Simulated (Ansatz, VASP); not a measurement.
## Two plane-wave programs on KF

File INCAR:

```
PREC = Accurate
ENCUT = 520
EDIFF = 1E-8
ISMEAR = -1
SIGMA = 0.02
LREAL = False
LASPH = True
NELM = 80
ALGO = Normal
ISIF = 2
LWAVE = False
LCHARG = False
GGA = PS
LEFG = True
NBANDS = 15
```

File KPOINTS:

```
Automatic mesh
0
Gamma
  9 9 9
```

Contents of POSCAR:

```
KF
1.0
    3.2589550000      0.0000000000      0.0000000000
    0.0000000000      3.2589550000      0.0000000000
    0.0000000000      0.0000000000      3.2589550000
K F
1 1
Direct
    0.0000000000      0.0000000000      0.0000000000
    0.5000000000      0.5000000000      0.5000000000
```

Input for Ansatz:

```yaml
crystal:
  lattice:
    - [3.258955, 0.0, 0.0]
    - [0.0, 3.258955, 0.0]
    - [0.0, 0.0, 3.258955]
  atoms:
    - { symbol: K, position: [0.0, 0.0, 0.0] }
    - { symbol: F, position: [0.5, 0.5, 0.5] }
kpoints:
  mp_grid: { grid: [9, 9, 9] }
  band_path:
    path:
      - [0.0, 0.0, 0.0]
      - [0.0, 0.5, 0.0]
      - [0.5, 0.5, 0.0]
      - [0.0, 0.0, 0.0]
      - [0.5, 0.5, 0.5]
      - [0.0, 0.5, 0.0]
      - [0.5, 0.5, 0.5]
      - [0.5, 0.5, 0.0]
    npoints: 5
scf:
  occupations: { method: fermi_dirac, width: 0.02 }
hamiltonian:
  xc: pbesol
  pseudopotentials: { kind: paw }
output:
  forces: true
  stress: true
  eigenvalues: true
  efg: { contact_densities: true }
```

Alike in both runs: task electric field gradients; functional PBEsol; k mesh 9 × 9 × 9; occupations fermi-dirac, width 0.02 eV; no spin polarisation.

```csv
,VASP,Ansatz
version,VASP 6.6.1,Ansatz 0.2.0
potentials or method,"VASP PAW PBE potentials, release 64 (K_sv, F)","PAW with Ansatz's default frozen-core files, scalar-relativistic"
plane-wave cutoff (eV),520,420
valence electrons in the cell,16,16
```

Ansatz gave:

* gap on the k mesh at the Fermi level (eV): 6.12
* pressure (GPa): -2.5

Problem. Which values does VASP return?

Solution. gap on the k mesh at the Fermi level (eV): 6.11; pressure (GPa): -2.5.

VASP's potentials were made for PBE, not for PBEsol.
